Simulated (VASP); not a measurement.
# CdS (Fm-3m) in VASP: notebook, part 2 of 2

VASP 6.6.1.

## (5) Relaxation of cell and atoms, PBE0

This run uses another cell than the first one, of 20.87 Å³/atom.

The input, POSCAR:

```
CdS
1.0
    0.0000000000      2.7532440000      2.7532440000
    2.7532440000      0.0000000000      2.7532440000
    2.7532440000      2.7532440000      0.0000000000
Cd S
1 1
Direct
    0.0000000000      0.0000000000      0.0000000000
    0.5000000000      0.5000000000      0.5000000000
```

The input, INCAR.step1:

```
  ALGO = Normal
  EDIFF = 1E-5
  ENCUT = 600
  GGA = PE
  ISMEAR = -1
  LASPH = T
  LCHARG = F
  LREAL = F
  LWAVE = T
  NBANDS = 16
  NELM = 80
  PREC = Accurate
  SIGMA = 0.05
```

The input, INCAR.step2:

```
  AEXX = 0.25
  ALGO = Normal
  EDIFF = 1E-6
  EDIFFG = -0.01
  ENCUT = 600
  GGA = PE
  IBRION = 2
  ISIF = 3
  ISMEAR = -1
  ISTART = 1
  LASPH = T
  LCHARG = F
  LHFCALC = T
  LREAL = F
  LWAVE = F
  NELM = 80
  NSW = 60
  PREC = Accurate
  PRECFOCK = Normal
  SIGMA = 0.05
```

The input, KPOINTS:

```
k-points
0
Gamma
  4 4 4
```

Potentials or basis: VASP PAW PBE potentials, release 64 (Cd, S).

Started as:

```bash
> cat potpaw_PBE.64/Cd/POTCAR potpaw_PBE.64/S/POTCAR > POTCAR
> cp INCAR.step1 INCAR
> mpirun -np 1 vasp_std > vasp.out
> cp INCAR.step2 INCAR
> mpirun -np 1 vasp_std > vasp.out
```

OUTCAR:

```text
AEXX = 0.25
   EDIFF = 1E-6
   EDIFFG = -0.01
   ENCUT = 600
   GGA = PE
   IBRION = 2
   ISIF = 3
   ISMEAR = -1
   ISTART = 1
   LASPH = T
   LHFCALC = T
   LREAL = F
   NELM = 80
   NSW = 60
   PREC = Accurate
   PRECFOCK = Normal

 ion  position               nearest neighbor table
   1  0.000  0.000  0.000-   2 2.75   2 2.75   2 2.75   2 2.75   2 2.75   2 2.75
   2  0.500  0.500  0.500-   1 2.75   1 2.75   1 2.75   1 2.75   1 2.75   1 2.75

  LATTYP: Found a face centered cubic cell.
 ALAT       =     5.5064880000

  Lattice vectors:

 A1 = (   0.0000000000,   2.7532440000,   2.7532440000)
 A2 = (   2.7532440000,   0.0000000000,   2.7532440000)
 A3 = (   2.7532440000,   2.7532440000,   0.0000000000)

Analysis of symmetry for initial positions (statically):
=====================================================================
 Subroutine PRICEL returns:
 Original cell was already a primitive cell.

 Routine SETGRP: Setting up the symmetry group for a
 face centered cubic supercell.

 Subroutine GETGRP returns: Found 48 space group operations
 (whereof 48 operations were pure point group operations)
 out of a pool of 48 trial point group operations.

The static configuration has the point symmetry O_h .

Analysis of symmetry for dynamics (positions and initial velocities):
=====================================================================
 Subroutine PRICEL returns:
 Original cell was already a primitive cell.

 Routine SETGRP: Setting up the symmetry group for a
 face centered cubic supercell.

 Subroutine GETGRP returns: Found 48 space group operations
 (whereof 48 operations were pure point group operations)
 out of a pool of 48 trial point group operations.

The dynamic configuration has the point symmetry O_h .

 Subroutine INISYM returns: Found 48 space group operations
 (whereof 48 operations are pure point group operations),
 and found     1 'primitive' translations

----------------------------------------------------------------------------------------

                                     Primitive cell

  volume of cell :      41.7411

  direct lattice vectors                    reciprocal lattice vectors
     0.000000000  2.753244000  2.753244000    -0.181603955  0.181603955  0.181603955
     2.753244000  0.000000000  2.753244000     0.181603955 -0.181603955  0.181603955
     2.753244000  2.753244000  0.000000000     0.181603955  0.181603955 -0.181603955

  length of vectors
     3.893675005  3.893675005  3.893675005     0.314547277  0.314547277  0.314547277

  position of ions in fractional coordinates (direct lattice)
     0.000000000  0.000000000  0.000000000
     0.500000000  0.500000000  0.500000000

  ion indices of the primitive-cell ions
   primitive index   ion index
                 1           1
                 2           2

----------------------------------------------------------------------------------------

 KPOINTS: k-points

Automatic generation of k-mesh.
 Grid dimensions read from file:
 generate k-points for:    4    4    4

 Generating k-lattice:

  Cartesian coordinates                     Fractional coordinates (reciprocal lattice)
    -0.045400989  0.045400989  0.045400989     0.250000000  0.000000000  0.000000000
     0.045400989 -0.045400989  0.045400989     0.000000000  0.250000000  0.000000000
     0.045400989  0.045400989 -0.045400989     0.000000000  0.000000000  0.250000000

  Length of vectors
     0.078636819  0.078636819  0.078636819

  Shift w.r.t. Gamma in fractional coordinates (k-lattice)
     0.000000000  0.000000000  0.000000000

 Subroutine IBZKPT returns following result:
 ===========================================

 Found      8 irreducible k-points:

 Following reciprocal coordinates:
            Coordinates               Weight
  0.000000  0.000000  0.000000      1.000000
  0.250000  0.000000  0.000000      8.000000
  0.500000  0.000000  0.000000      4.000000
  0.250000  0.250000  0.000000      6.000000
  0.500000  0.250000  0.000000     24.000000
 -0.250000  0.250000  0.000000     12.000000
  0.500000  0.500000  0.000000      3.000000
 -0.250000  0.500000  0.250000      6.000000
   k-points           NKPTS =      8   k-points in BZ     NKDIM =     64   number of bands    NBANDS=     13
   number of dos      NEDOS =    301   number of ions     NIONS =      2
   total plane-waves  NPLWV =  32768
   dimension x,y,z NGX =    32 NGY =   32 NGZ =   32
   dimension x,y,z NGXF=    64 NGYF=   64 NGZF=   64
   ions per type =               1   1
   NGX,Y,Z   is equivalent  to a cutoff of  13.66, 13.66, 13.66 a.u.
   NGXF,Y,Z  is equivalent  to a cutoff of  27.33, 27.33, 27.33 a.u.
 SYSTEM =  unknown system
   PREC   = accura    normal or accurate (medium, high low for compatibility)
   ISTART =      1    job   : 0-new  1-cont  2-samecut
   ICHARG =      0    charge: 1-file 2-atom 10-const
   ISPIN  =      1    spin polarized calculation?
   LNONCOLLINEAR =      F non collinear calculations
   LSORBIT =      F    spin-orbit coupling
   LASPH  =      T    aspherical Exc in radial PAW
   ENCUT  =  600.0 eV  44.10 Ry    6.64 a.u.   7.78  7.78  7.78*2*pi/ulx,y,z
   NELM   =     80;   NELMIN=  2; NELMDL=  0     # of ELM steps
   EDIFF  = 0.1E-05   stopping-criterion for ELM
   LREAL  =      F    real-space projection
   EDIFFG = -.1E-01   stopping-criterion for IOM
   NSW    =     60    number of steps for IOM
   IBRION =      2    ionic relax: 0-MD 1-quasi-New 2-CG
   NFREE  =      1    steps in history (QN), initial steepest desc. (CG)
   ISIF   =      3    stress and relaxation
   ISYM   =      3    0-nonsym 1-usesym 2-fastsym
   POTIM  = 0.5000    time-step for ionic-motion
   TEBEG  =    0.0;   TEEND  =   0.0 temperature during run
   PSTRESS=    0.0 pullay stress
   NELECT =      18.0000    total number of electrons
   NUPDOWN=      -1.0000    fix difference up-down
   EMIN   =  10.00;   EMAX   =-10.00  energy-range for DOS
   EFERMI =   0.00;   METHOD = LEGACY
   ISMEAR =    -1;   SIGMA  =   0.05  broadening in eV -4-tet -1-fermi 0-gaus
   EFERMI_NEDOS =   21; number of points for ismear=-14 and -15
   IALGO  =     38    algorithm
   IMIX   =      1    mixing-type and parameters
     AMIX     =   0.40;   BMIX     =  1.00
     AMIX_MAG =   1.60;   BMIX_MAG =  1.00
  volume/ion in A,a.u.               =      20.87       140.84
  Fermi-wavevector in a.u.,A,eV,Ry     =   1.236833  2.337275 20.813583  1.529755
  Thomas-Fermi vector in A             =   2.371425
   LORBIT       =      0    0 simple, 1 ext, 2 COOP (PROOUT), +10 PAW based schemes
   GGA     = PE    functional components
   LHFCALC =     T    Hartree Fock is set to
   PRECFOCK=normal    Normal, Fast or Accurate (Low or Medium for compatibility)
   ENCUT4O =  -1.0   cutoff for four orbital integrals eV
   NKREDX  =     1    reduce k-point grid by
   NKREDY  =     1    reduce k-point grid by
   NKREDZ  =     1    reduce k-point grid by
   AEXX    =    0.2500 exact exchange contribution
   HFSCREEN=    0.0000 screening length (either q_TF or 0.3 A-1)
   HFSCREENC=   0.0000 screening length for correlation (either q_TF or 0.3 A-1)
   ENCUTFOCK=  -1.0 apply spherical cutoff to Coloumb kernel
   IVDW    =     0    specifies the selected vdW correction
   LEPSILON=     F    determine dielectric tensor
   LRPA    =     F    only Hartree local field effects (RPA)
 conjugate gradient relaxation of ions
 non-spin polarized calculation
  energy-cutoff  :      600.00
  volume of cell :       41.74
 maximum number of plane-waves:      1411
  NGX = 24; NGY = 24; NGZ = 24

--------------------------------------- Ionic step        1  -------------------------------------------

 number of electron      17.9999999 magnetization

 Free energy of the ion-electron system (eV)
  ---------------------------------------------------
  ext. energy  EPLUGINS =         0.00000000
  ---------------------------------------------------
  free energy    TOTEN  =        -7.89246346 eV

  energy without entropy =       -7.89246345  energy(sigma->0) =       -7.89246345

------------------------ aborting loop because EDIFF is reached ----------------------------------------

  FORCE on cell =-STRESS in cart. coord.  units (eV):
  Direction    XX          YY          ZZ          XY          YZ          ZX
  --------------------------------------------------------------------------------------
  -------------------------------------------------------------------------------------
  Total       -0.4837648     -0.4837648     -0.4837648     -0.0000000      0.0000000     -0.0000000
  in kB      -18.5686676    -18.5686676    -18.5686676     -0.0000000      0.0000000     -0.0000000
  external PRESSURE =     -18.5686676 kB  Pullay stress =       0.0000000 kB
[... 57 lines left out ...]
  energy  without entropy=       -7.8967065034  energy(sigma->0) =       -7.89670650

--------------------------------------- Ionic step        3  -------------------------------------------

 number of electron      17.9999998 magnetization

 Free energy of the ion-electron system (eV)
  ---------------------------------------------------
  ext. energy  EPLUGINS =         0.00000000
  ---------------------------------------------------
  free energy    TOTEN  =        -7.89814981 eV

  energy without entropy =       -7.89814981  energy(sigma->0) =       -7.89814981

 E-fermi :   2.9452     XC(G=0):  -8.2085

 val. band max:        1.9436642267   @ k =   0.5000   0.0000   0.0000
 cond. band min:       3.8986613735   @ k =   0.5000   0.5000   0.0000
 fundamental gap:      1.9549971468
 Fermi energy:         2.9452023312

 k-point     1 :       0.0000    0.0000    0.0000
  band No.  band energies     occupation
      1     -12.1588      2.00000
      2      -6.9645      2.00000
      3      -6.9645      2.00000
      4      -6.9381      2.00000
      5      -6.9381      2.00000
      6      -6.9381      2.00000
      7       1.1927      2.00000
      8       1.1927      2.00000
      9       1.1927      2.00000
     10       4.6477      0.00000
     11      13.0786      0.00000
     12      13.0786      0.00000
     13      13.0786      0.00000
[... 139 lines left out ...]
  FREE ENERGIE OF THE ION-ELECTRON SYSTEM (eV)
  ---------------------------------------------------
  free  energy   TOTEN  =        -7.8981498110 eV

  energy  without entropy=       -7.8981498099  energy(sigma->0) =       -7.89814981

 reached required accuracy - stopping structural energy minimisation
```

Wall time 16 min (1 thread of Intel Xeon Platinum 8259CL at 2.50GHz (Skylake/Cascade Lake), shared host); peak memory 0.19 GiB.

Results:

- Free energy: -7.8981 eV
- Relaxed volume: 20.39 Å³/atom
- Relaxed cell: a = 3.863 Å, b = 3.863 Å, c = 3.863 Å, α = 60.00°, β = 60.00°, γ = 60.00°
- Space group after relaxing (to 0.1 Å): Fm-3m (No. 225)
- Energy gained by relaxing: 2.8 meV/atom
- Ionic steps: 3
- Pressure after relaxing: 0.0 GPa
- Band gap on the k mesh: 1.96 eV (least direct gap 3.46 eV)

The path:
```tsv
step	energy change (eV)	largest force (eV/Å)	pressure (GPa)	volume (Å³)
1	0.0000	0.0000	-1.86	41.74
2	-0.0042	0.0000	0.98	40.30
3	-0.0057	0.0000	0.00	40.77
```

Final structure:
```cif
data_structure
_symmetry_space_group_name_H-M 'P 1'
_symmetry_Int_Tables_number 1
_cell_length_a 3.8634
_cell_length_b 3.8634
_cell_length_c 3.8634
_cell_angle_alpha 60.000
_cell_angle_beta 60.000
_cell_angle_gamma 60.000
_cell_volume 40.77
loop_
_atom_site_label
_atom_site_type_symbol
_atom_site_fract_x
_atom_site_fract_y
_atom_site_fract_z
_atom_site_occupancy
Cd1 Cd 0.00000 0.00000 0.00000 1
S1 S 0.50000 0.50000 0.50000 1
```

Levels at points of the mesh, in eV from the valence-band top:
```csv
k point,band 6,band 7,band 8,band 9,band 10,band 11,band 12,band 13
"(0.00, 0.00, 0.00)",-8.88,-0.75,-0.75,-0.75,2.70,11.13,11.13,11.13
"(0.50, 0.00, 0.00)",-8.68,-5.31,0.00,0.00,5.19,7.77,7.77,9.22
"(0.50, 0.50, 0.00)",-7.82,-4.64,-2.30,-2.30,1.95,7.68,12.11,13.64
```

Caveat: the k points lie up to 0.50 Å⁻¹ apart in the final cell; the PAW data sets were made with another functional, which shifts forces and pressure a little. A k mesh can miss the band edges.

## (6) Relaxation of cell and atoms, PBEsol-based global hybrid with 25 % exact exchange

This run uses another cell than the first one, of 20.87 Å³/atom.

POSCAR is that of step 5.

The input, INCAR.step1:

```
PREC     = Accurate       # precision mode
ENCUT    = 600            # plane-wave cutoff, eV
EDIFF    = 1E-5           # SCF threshold, eV
ISMEAR   = -1             # smearing method
SIGMA    = 0.05           # smearing width, eV
LREAL    = False          # projectors in reciprocal space
LASPH    = True           # aspherical terms in the spheres
NELM     = 80             # most SCF steps
ALGO     = Normal         # electronic algorithm
LWAVE    = True           # write WAVECAR
LCHARG   = False          # write CHGCAR
GGA      = PE             # functional
NBANDS   = 16             # bands
```

The input, INCAR.step2:

```
PREC     = Accurate       # precision mode
ENCUT    = 600            # plane-wave cutoff, eV
EDIFF    = 1E-6           # SCF threshold, eV
ISMEAR   = -1             # smearing method
SIGMA    = 0.05           # smearing width, eV
LREAL    = False          # projectors in reciprocal space
LASPH    = True           # aspherical terms in the spheres
NELM     = 80             # most SCF steps
ALGO     = Normal         # electronic algorithm
ISIF     = 3              # what is computed and relaxed
LWAVE    = False          # write WAVECAR
LCHARG   = False          # write CHGCAR
GGA      = PS             # functional
LHFCALC  = True           # exact exchange
AEXX     = 0.25           # exact-exchange fraction
PRECFOCK = Normal       
IBRION   = 2              # ionic algorithm
NSW      = 60             # ionic steps
EDIFFG   = -0.01          # ionic threshold
ISTART   = 1
```

The input, KPOINTS:

```
Automatic mesh
0
Gamma
  4 4 4
```

Potentials or basis: VASP PAW PBE potentials, release 64 (Cd, S).

Started as:

```bash
> cat potpaw_PBE.64/Cd/POTCAR potpaw_PBE.64/S/POTCAR > POTCAR
> cp INCAR.step1 INCAR
> mpirun -np 1 vasp_std > vasp.out
> cp INCAR.step2 INCAR
> mpirun -np 1 vasp_std > vasp.out
```

Wall time 19 min (1 thread of Intel Xeon Platinum 8259CL at 2.50GHz (Skylake/Cascade Lake), shared host); peak memory 0.2 GiB.

It converged, with:

```
Free energy                           : -8.4334 eV
Relaxed volume                        : 19.71 Å³/atom
Relaxed cell                          : a = 3.820 Å, b = 3.820 Å, c = 3.820 Å, α = 60.00°, β = 60.00°, γ = 60.00°
Space group after relaxing (to 0.1 Å) : Fm-3m (No. 225)
Energy gained by relaxing             : 17.4 meV/atom
Ionic steps                           : 3
Pressure after relaxing               : 0.0 GPa
Band gap on the k mesh                : 1.83 eV (least direct gap 3.60 eV)
```

The path:
```csv
step,energy change (eV),largest force (eV/Å),pressure (GPa),volume (Å³)
1,0.0000,0.0000,-4.58,41.74
2,-0.0242,0.0000,2.93,38.24
3,-0.0348,0.0000,-0.02,39.43
```

Final structure:
```
Cd S
1.0
     0.00000    2.70138    2.70138
     2.70138    0.00000    2.70138
     2.70138    2.70138    0.00000
Cd S
1 1
Direct
  0.00000 0.00000 0.00000
  0.50000 0.50000 0.50000
```

Levels at points of the mesh, in eV from the valence-band top:
```
           k point  band 6  band 7  band 8  band 9  band 10  band 11  band 12  band 13
(0.00, 0.00, 0.00)   -8.96   -0.84   -0.84   -0.84     2.76    11.09    11.09    11.09
(0.50, 0.00, 0.00)   -8.73   -5.56    0.00    0.00     5.04     7.65     7.65     9.45
(0.50, 0.50, 0.00)   -7.79   -4.95   -2.48   -2.48     1.83     7.54    12.25    13.80
```

Caveat: the k points lie up to 0.50 Å⁻¹ apart in the final cell; the PAW data sets were made with another functional, which shifts forces and pressure a little.

## (7) Summary

| task | level | cell | k mesh | cutoff (eV) | smearing | grid for exact exchange (PRECFOCK) | share of exact exchange | screening parameter | gap on the mesh (eV) | pressure (GPa) | relaxed volume (Å³/atom) |
| --- | --- | --- | --- | --- | --- | --- | --- | --- | --- | --- | --- |
| single point | PBE+D3(BJ) | a = 4.079 Å, angles 60.0°, 2 atoms | 8 × 8 × 8, shifted | 520 | gaussian 0.01 eV | - | - | - | 0.44 | -9.5 | - |
| single point | PBEsol-based screened hybrid with 25 % exact exchange | a = 3.894 Å, angles 60.0°, 2 atoms | 4 × 4 × 4 | 520 | fermi-dirac 0.05 eV | Normal | 0.25 | 0.207 1/Å | 1.07 | -4.2 | - |
| single point | B3LYP | a = 3.927 Å, angles 60.0°, 2 atoms | 4 × 4 × 4 | 520 | fermi-dirac 0.05 eV | Normal | 0.2 | - | 1.48 | 0.3 | - |
| relaxation of cell and atoms | PBE0 | relaxed from a = 3.894 Å, angles 60.0°, 2 atoms | 4 × 4 × 4 | 600 | fermi-dirac 0.05 eV | Normal | 0.25 | - | 1.96 | 0.0 | 20.39 |
| relaxation of cell and atoms | PBEsol-based global hybrid with 25 % exact exchange | relaxed from a = 3.894 Å, angles 60.0°, 2 atoms | 4 × 4 × 4 | 600 | fermi-dirac 0.05 eV | Normal | 0.25 | - | 1.83 | 0.0 | 19.71 |

Alike in all rows: potentials or basis VASP PAW PBE potentials, release 64 (Cd, S); no spin polarisation.

Caveats: some runs use coarse meshes; the PAW data sets were made with another functional, which shifts forces and pressure a little (at least some runs); the cell stands under tension (at least some runs); a shifted mesh leaves out Γ, where band edges can lie (at least some runs).

Absolute energies hang on the potentials; compare differences alone.
